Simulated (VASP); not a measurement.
Set up this calculation in VASP 6.6.1, as the native input.

```
Task                   : single point
Functional             : PBE
Dispersion             : D3(BJ)
Potentials or basis    : VASP PAW PBE potentials, release 64 (Pt, S)
Cutoff                 : 520 eV
k mesh                 : 12 × 12 × 8
Occupations            : gaussian, width 0.01 eV
Spin                   : no spin polarisation
Dipole correction      : no
Further INCAR settings : ALGO = Normal; EDIFF = 1e-06; NBANDS = 18
```

The structure of PtS2 lies in POSCAR:

```
PtS2
1.0
    3.5685306817      0.0000000000      0.0000000000
   -1.7842653408      3.0904382245      0.0000000000
    0.0000000000      0.0000000000      4.4199394105
Pt S
1 2
Direct
    0.0000000000      0.0000000000      0.0000000000
    0.3333333333      0.6666666667      0.2711639419
    0.6666666667      0.3333333333      0.7288360581
```

This cell differs from its parent crystal: volume scaled by 0.94, then relaxed in part.

One way to write it, as run:

INCAR

```
ALGO = Normal
EDIFF = 1E-6
ENCUT = 520
GGA = PE
ISIF = 2
ISMEAR = 0
IVDW = 12
LASPH = T
LCHARG = T
LELF = T
LREAL = F
LVHAR = T
LWAVE = F
NBANDS = 18
NELM = 100
PREC = Accurate
SIGMA = 0.01
```

KPOINTS

```
k-points
0
Gamma
  12 12 8
```

Potentials or basis: VASP PAW PBE potentials, release 64 (Pt, S).

The run is started by

```bash
$ cat potpaw_PBE.64/Pt/POTCAR potpaw_PBE.64/S/POTCAR > POTCAR
$ mpirun -np 1 vasp_std > vasp.out
```

It gave:

```yaml
Pressure: 3.1 GPa
Largest_force: 0.038 eV/Å
Band_gap_on_the_k_mesh: zero (band 11 reaches 9.17 eV, above the bottom of band 12 at 8.84 eV)
Dispersion_energy_per_atom: -0.482 eV
```

Caveat: spin-orbit coupling is left out, which moves the levels of the heavy elements; pairwise dispersion overbinds metals, which lowers pressure and volume.

Wall time 110 s on 1 thread of Intel(R) Xeon(R) Platinum 8375C CPU @ 2.90GHz (Ice Lake) (shared host), peak memory 0.26 GiB.
